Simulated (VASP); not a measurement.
# PbS (GeS type) in VASP: single point with LDA

Aim: the single point of PbS (GeS type) with LDA.

Program: VASP 6.6.1. These are calculated values, not measurements. Logs are shortened: lines on timing, memory, paths and dates and some standing lists are left out, and cuts for length are marked.

### 1 The cell of the first run

The typed cell holds 8 atoms: a = 10.476 Å, b = 4.046 Å, c = 3.815 Å, α = 90.00°, β = 90.00°, γ = 90.00°.

### 2 Single point, LDA

Input file INCAR:

```
SYSTEM = PbS
ALGO = Normal
EDIFF = 1E-6
ENCUT = 520
ISIF = 2
ISMEAR = 0
LASPH = .True.
LCHARG = .True.
LELF = .True.
LREAL = .False.
LVHAR = .True.
LWAVE = .False.
NBANDS = 50
NELM = 100
PREC = Accurate
SIGMA = 0.03
```

Input file KPOINTS:

```
k-points
0
Gamma
  4 10 10
  0 0 0
```

Input file POSCAR:

```
PbS
1.0
   10.4760578667      0.0000000000      0.0000000000
    0.0000000000      4.0460422956      0.0000000000
    0.0000000000      0.0000000000      3.8147996609
Pb S
4 4
Direct
    0.1184084012      0.2500000000     -0.0000183291
    0.8815915988      0.7500000000      1.0000183291
    0.3815915988      0.7500000000      0.4999816709
    0.6184084012      0.2500000000      0.5000183291
    0.8667932898      0.2500000000      0.5000059589
    0.1332067102      0.7500000000      0.4999940411
    0.6332067102      0.7500000000      1.0000059589
    0.3667932898      0.2500000000     -0.0000059589
```

Potentials or basis: VASP PAW LDA potentials, release 64 (Pb_d, S).

On the command line:

```sh
$ cat potpaw_LDA.64/Pb_d/POTCAR potpaw_LDA.64/S/POTCAR > POTCAR
$ mpirun -np 1 vasp_std > vasp.out
```

OUTCAR:

```text
SYSTEM = PbS
   EDIFF = 1E-6
   ENCUT = 520
   ISIF = 2
   ISMEAR = 0
   LASPH = .True.
   LREAL = .False.
   NELM = 100
   PREC = Accurate

 ion  position               nearest neighbor table
   1  0.118  0.250  1.000-   8 2.60   6 2.78   6 2.78   6 2.78   6 2.78   2 3.20   2 3.20   5 3.25
                             5 3.25   3 3.92   3 3.92   3 3.92   3 3.92
   2  0.882  0.750  0.000-   7 2.60   5 2.78   5 2.78   5 2.78   5 2.78   1 3.20   1 3.20   6 3.25
                             6 3.25   4 3.92   4 3.92   4 3.92   4 3.92
   3  0.382  0.750  0.500-   6 2.60   8 2.78   8 2.78   8 2.78   8 2.78   4 3.20   4 3.20   7 3.25
                             7 3.25   1 3.92   1 3.92   1 3.92   1 3.92
   4  0.618  0.250  0.500-   5 2.60   7 2.78   7 2.78   7 2.78   7 2.78   3 3.20   3 3.20   8 3.25
                             8 3.25   2 3.92   2 3.92   2 3.92   2 3.92
   5  0.867  0.250  0.500-   4 2.60   2 2.78   2 2.78   2 2.78   2 2.78   1 3.25   1 3.25
   6  0.133  0.750  0.500-   3 2.60   1 2.78   1 2.78   1 2.78   1 2.78   2 3.25   2 3.25
   7  0.633  0.750  0.000-   2 2.60   4 2.78   4 2.78   4 2.78   4 2.78   3 3.25   3 3.25
   8  0.367  0.250  1.000-   1 2.60   3 2.78   3 2.78   3 2.78   3 2.78   4 3.25   4 3.25

  LATTYP: Found a simple orthorhombic cell.
 ALAT       =     3.8147996609
 B/A-ratio  =     1.0606172421
 C/A-ratio  =     2.7461620001

  Lattice vectors:

 A1 = (   0.0000000000,   0.0000000000,  -3.8147996609)
 A2 = (   0.0000000000,   4.0460422956,   0.0000000000)
 A3 = (  10.4760578667,   0.0000000000,   0.0000000000)

Analysis of symmetry for initial positions (statically):
=====================================================================
 Subroutine PRICEL returns:
 Original cell was already a primitive cell.

 Routine SETGRP: Setting up the symmetry group for a
 simple orthorhombic supercell.

 Subroutine GETGRP returns: Found  8 space group operations
 (whereof  2 operations were pure point group operations)
 out of a pool of  8 trial point group operations.

The static configuration has the point symmetry S_2 .
 The point group associated with its full space group is D_2h.

Analysis of symmetry for dynamics (positions and initial velocities):
=====================================================================
 Subroutine PRICEL returns:
 Original cell was already a primitive cell.

 Routine SETGRP: Setting up the symmetry group for a
 simple orthorhombic supercell.

 Subroutine GETGRP returns: Found  8 space group operations
 (whereof  2 operations were pure point group operations)
 out of a pool of  8 trial point group operations.

The dynamic configuration has the point symmetry S_2 .
 The point group associated with its full space group is D_2h.

 Subroutine INISYM returns: Found  8 space group operations
 (whereof  2 operations are pure point group operations),
 and found     1 'primitive' translations

----------------------------------------------------------------------------------------

                                     Primitive cell

  volume of cell :     161.6963

  direct lattice vectors                    reciprocal lattice vectors
    10.476057867  0.000000000  0.000000000     0.095455754  0.000000000  0.000000000
     0.000000000  4.046042296  0.000000000     0.000000000  0.247155103  0.000000000
     0.000000000  0.000000000  3.814799661     0.000000000  0.000000000  0.262136964

  length of vectors
    10.476057867  4.046042296  3.814799661     0.095455754  0.247155103  0.262136964

  position of ions in fractional coordinates (direct lattice)
     0.118408401  0.250000000  0.999981671
     0.881591599  0.750000000  0.000018329
     0.381591599  0.750000000  0.499981671
     0.618408401  0.250000000  0.500018329
     0.866793290  0.250000000  0.500005959
     0.133206710  0.750000000  0.499994041
     0.633206710  0.750000000  0.000005959
     0.366793290  0.250000000  0.999994041

  ion indices of the primitive-cell ions
   primitive index   ion index
                 1           1
                 2           2
                 3           3
                 4           4
                 5           5
                 6           6
                 7           7
                 8           8

----------------------------------------------------------------------------------------

 KPOINTS: k-points

Automatic generation of k-mesh.
 Grid dimensions read from file:
 generate k-points for:    4   10   10

 Generating k-lattice:

  Cartesian coordinates                     Fractional coordinates (reciprocal lattice)
     0.023863938  0.000000000  0.000000000     0.250000000  0.000000000  0.000000000
     0.000000000  0.024715510  0.000000000     0.000000000  0.100000000  0.000000000
     0.000000000  0.000000000  0.026213696     0.000000000  0.000000000  0.100000000

  Length of vectors
     0.023863938  0.024715510  0.026213696

  Shift w.r.t. Gamma in fractional coordinates (k-lattice)
     0.000000000  0.000000000  0.000000000

 Subroutine IBZKPT returns following result:
 ===========================================

 Found    108 irreducible k-points:

 Following reciprocal coordinates:
            Coordinates               Weight
  0.000000  0.000000  0.000000      1.000000
  0.250000  0.000000  0.000000      2.000000
  0.500000  0.000000  0.000000      1.000000
  0.000000  0.100000  0.000000      2.000000
  0.250000  0.100000  0.000000      4.000000
  0.500000  0.100000  0.000000      2.000000
[... 16 lines left out ...]
  0.250000  0.100000  0.100000      8.000000
  0.500000  0.100000  0.100000      4.000000
 [... further k-points ...]
   k-points           NKPTS =    108   k-points in BZ     NKDIM =    108   number of bands    NBANDS=     50
   number of dos      NEDOS =    301   number of ions     NIONS =      8
   total plane-waves  NPLWV =  67200
   dimension x,y,z NGX =    80 NGY =   30 NGZ =   28
   dimension x,y,z NGXF=   160 NGYF=   60 NGZF=   56
   ions per type =               4   4
   NGX,Y,Z   is equivalent  to a cutoff of  12.70, 12.33, 12.20 a.u.
   NGXF,Y,Z  is equivalent  to a cutoff of  25.39, 24.65, 24.40 a.u.
 SYSTEM =  PbS
   PREC   = accura    normal or accurate (medium, high low for compatibility)
   ISTART =      0    job   : 0-new  1-cont  2-samecut
   ICHARG =      2    charge: 1-file 2-atom 10-const
   ISPIN  =      1    spin polarized calculation?
   LNONCOLLINEAR =      F non collinear calculations
   LSORBIT =      F    spin-orbit coupling
   LASPH  =      T    aspherical Exc in radial PAW
   ENCUT  =  520.0 eV  38.22 Ry    6.18 a.u.  19.48  7.52  7.09*2*pi/ulx,y,z
   NELM   =    100;   NELMIN=  2; NELMDL= -5     # of ELM steps
   EDIFF  = 0.1E-05   stopping-criterion for ELM
   LREAL  =      F    real-space projection
[... 7 lines left out ...]
   TEBEG  =    0.0;   TEEND  =   0.0 temperature during run
   PSTRESS=    0.0 pullay stress
   NELECT =      80.0000    total number of electrons
   NUPDOWN=      -1.0000    fix difference up-down
   EMIN   =  10.00;   EMAX   =-10.00  energy-range for DOS
   EFERMI =   0.00;   METHOD = LEGACY
   ISMEAR =     0;   SIGMA  =   0.03  broadening in eV -4-tet -1-fermi 0-gaus
   EFERMI_NEDOS =   21; number of points for ismear=-14 and -15
   IALGO  =     38    algorithm
   IMIX   =      4    mixing-type and parameters
     AMIX     =   0.40;   BMIX     =  1.00
     AMIX_MAG =   1.60;   BMIX_MAG =  1.00
  volume/ion in A,a.u.               =      20.21       136.40
  Fermi-wavevector in a.u.,A,eV,Ry     =   1.294806  2.446829 22.810486  1.676523
  Thomas-Fermi vector in A             =   2.426366
   LORBIT       =      0    0 simple, 1 ext, 2 COOP (PROOUT), +10 PAW based schemes
   GGA     = CA    functional components
   LHFCALC =     F    Hartree Fock is set to
   AEXX    =    0.0000 exact exchange contribution
   IVDW    =     0    specifies the selected vdW correction
   LEPSILON=     F    determine dielectric tensor
   LRPA    =     F    only Hartree local field effects (RPA)
 non-spin polarized calculation
 Gauss-broadening in eV      SIGMA  =   0.03
  energy-cutoff  :      520.00
  volume of cell :      161.70
 maximum number of plane-waves:      4386
 NGX is ok and might be reduce to    80
   NGX = 39   NGY = 15   NGZ = 15

 number of electron      79.9999988 magnetization

 Free energy of the ion-electron system (eV)
  ---------------------------------------------------
  ext. energy  EPLUGINS =         0.00000000
  ---------------------------------------------------
  free energy    TOTEN  =       -38.49259790 eV

  energy without entropy =      -38.49259790  energy(sigma->0) =      -38.49259790

 E-fermi :   8.6893     XC(G=0): -11.3012

 val. band max:        8.5624823030   @ k =   0.0000   0.3000   0.0000
 cond. band min:       9.2051359255   @ k =   0.0000   0.0000   0.2000
 fundamental gap:      0.6426536225
 Fermi energy:         8.6892633290

 k-point     1 :       0.0000    0.0000    0.0000
  band No.  band energies     occupation
      1      -8.6901      2.00000
      2      -8.5615      2.00000
      3      -8.4755      2.00000
      4      -8.4263      2.00000
      5      -8.4055      2.00000
      6      -8.4015      2.00000
[... 42 lines left out ...]
     49      14.5219      0.00000
     50      14.8448      0.00000

 k-point     2 :       0.2500    0.0000    0.0000
  band No.  band energies     occupation
      1      -8.6753      2.00000
      2      -8.5862      2.00000
      3      -8.4665      2.00000
      4      -8.4272      2.00000
      5      -8.4147      2.00000
      6      -8.4110      2.00000
[... 42 lines left out ...]
     49      14.2436      0.00000
     50      14.7852      0.00000

 k-point     3 :       0.5000    0.0000    0.0000
  band No.  band energies     occupation
      1      -8.6352      2.00000
      2      -8.6352      2.00000
      3      -8.4425      2.00000
      4      -8.4425      2.00000
      5      -8.4214      2.00000
      6      -8.4214      2.00000
[... 42 lines left out ...]
     49      14.3298      0.00000
     50      14.3300      0.00000

 k-point     4 :       0.0000    0.1000    0.0000
  band No.  band energies     occupation
      1      -8.6720      2.00000
      2      -8.5540      2.00000
      3      -8.4708      2.00000
      4      -8.4337      2.00000
      5      -8.4053      2.00000
      6      -8.3842      2.00000
[... 999 lines left out ...]
 k-point    23 :       0.2500    0.1000    0.1000
  band No.  band energies     occupation
      1      -8.6451      2.00000
      2      -8.5623      2.00000
      3      -8.4618      2.00000
      4      -8.4342      2.00000
      5      -8.4002      2.00000
      6      -8.3965      2.00000
[... 42 lines left out ...]
     49      13.8592      0.00000
     50      14.2847      0.00000

 k-point    24 :       0.5000    0.1000    0.1000
  band No.  band energies     occupation
      1      -8.6077      2.00000
      2      -8.6077      2.00000
      3      -8.4448      2.00000
      4      -8.4448      2.00000
      5      -8.4052      2.00000
      6      -8.4052      2.00000
[... 42 lines left out ...]
     49      13.9882      0.00000
     50      14.0166      0.00000

 [... further k-points ...]

------------------------ aborting loop because EDIFF is reached ----------------------------------------

  FORCE on cell =-STRESS in cart. coord.  units (eV):
  Direction    XX          YY          ZZ          XY          YZ          ZX
  --------------------------------------------------------------------------------------
  -------------------------------------------------------------------------------------
  Total       15.1907642     15.2384655     15.2784970      0.0000000      0.0000000      0.0000000
  in kB      150.5185970    150.9912486    151.3879026      0.0000000      0.0000000      0.0000000
  external PRESSURE =     150.9659161 kB  Pullay stress =       0.0000000 kB

 VOLUME and BASIS-vectors are now :
 -----------------------------------------------------------------------------
  energy-cutoff  :      520.00
  volume of cell :      161.70
      direct lattice vectors                 reciprocal lattice vectors
    10.476057867  0.000000000  0.000000000     0.095455754  0.000000000  0.000000000
     0.000000000  4.046042296  0.000000000     0.000000000  0.247155103  0.000000000
     0.000000000  0.000000000  3.814799661     0.000000000  0.000000000  0.262136964

 POSITION                                       TOTAL-FORCE (eV/Angst)
 -----------------------------------------------------------------------------------
      1.24045      1.01151      3.81473        -0.005888     -0.000000      0.000063
      9.23560      3.03453      0.00007         0.005888      0.000000     -0.000063
      3.99758      3.03453      1.90733         0.005888      0.000000      0.000063
      6.47848      1.01151      1.90747        -0.005888     -0.000000     -0.000063
      9.08058      1.01151      1.90742        -0.001368      0.000000      0.000056
      1.39548      3.03453      1.90738         0.001368     -0.000000     -0.000056
      6.63351      3.03453      0.00002         0.001368      0.000000      0.000056
      3.84255      1.01151      3.81478        -0.001368      0.000000     -0.000056
 -----------------------------------------------------------------------------------
    total drift:                               -0.000000      0.000000     -0.000000

  FREE ENERGIE OF THE ION-ELECTRON SYSTEM (eV)
  ---------------------------------------------------
  free  energy   TOTEN  =       -38.4925978976 eV

  energy  without entropy=      -38.4925978976  energy(sigma->0) =      -38.49259790
```

Run time: 8.9 min. Hardware: 1 thread of Intel Xeon Platinum 8559C (Emerald Rapids), shared host; peak memory 0.64 GiB.

Results:

```yaml
Free_energy: -38.4926 eV
Pressure: 15.1 GPa
Largest_force: 0.006 eV/Å
Band_gap_on_the_k_mesh: 0.64 eV
```

Forces on the atoms (eV/Å):
```
Pb  -0.006  0.000  0.000
Pb   0.006  0.000  0.000
Pb   0.006  0.000  0.000
Pb  -0.006  0.000  0.000
S   -0.001  0.000  0.000
S    0.001  0.000  0.000
S    0.001  0.000  0.000
S   -0.001  0.000  0.000
```

Caveat: the cell stands under pressure; spin-orbit coupling is left out, which moves the levels of the heavy elements. A k mesh can miss the band edges.
